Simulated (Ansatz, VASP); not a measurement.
One calculation of Si, two programs

```
Si
1.0
     3.93930    0.00000    0.00000
    -1.96965    3.41153    0.00000
     0.00000    0.00000    5.99021
Si
4
Cartesian
  0.0000 2.2744 0.3774
  1.9696 1.1372 3.3725
  0.0000 2.2744 2.6177
  1.9696 1.1372 5.6128
```

Alike in both runs: task single point; functional r2SCAN; k mesh 12 × 12 × 6; occupations gaussian, width 0.05 eV; no spin polarisation.

```csv
,VASP,Ansatz
version,VASP 6.6.1,Ansatz 0.2.0
potentials or method,"VASP PAW PBE potentials, release 64 (Si), cutoff 520 eV","scalar-relativistic, plane waves, PAW"
valence electrons in the cell,16,16
```

|  | VASP | Ansatz | Ansatz less VASP |
| --- | --- | --- | --- |
| gap on the k mesh at the Fermi level (eV) | 0.17 | 0.16 | -0.014 |
| least direct gap on the mesh (eV) | 0.36 | 0.34 | -0.011 |
| pressure (GPa) | 1.1 | 1.3 | +0.23 |
| traceless stress, the component that is largest in VASP (GPa) | 14.90 | 14.87 | -0.025 |
| rms of the force components (eV/Å) | 0.655 | 0.661 | +0.0061 |

VASP's potentials were made for PBE, not for r2SCAN. Atom by atom the forces differ by 0.006 eV/Å (rms over components). With one functional, cell and mesh, what is left measures potentials, basis and numerics.
